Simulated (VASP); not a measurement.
GaAs:

```xyz
2
Lattice="0.0000 2.8823 2.8823 2.8823 0.0000 2.8823 2.8823 2.8823 0.0000" Properties=species:S:1:pos:R:3 pbc="T T T"
As    4.3234    4.3234    4.3234
Ga    0.0000    0.0000    0.0000
```

Base run:

| Item | Value |
| --- | --- |
| Program | VASP 6.6.1 |
| Functional | r2SCAN |
| Potentials or basis | VASP PAW PBE potentials, release 64 (As, Ga_d) |
| Cutoff | 520 eV |
| k mesh | 8 × 8 × 8 |
| Occupations | fermi-dirac, width 0.05 eV |
| Spin | no spin polarisation |

Its results: band gap on the k mesh 0.54 eV, direct; pressure -3.2 GPa.

The run is repeated on the same cell with these changes: dispersion from none to D3(BJ). What comes out?

Band gap on the k mesh 0.54 eV, direct; pressure -4.2 GPa.

Dispersion adds attraction, which lowers the pressure at fixed volume and, as a term added to the energy, leaves the levels alone.

Caveats: the PAW data sets were made with another functional, which shifts forces and pressure a little.

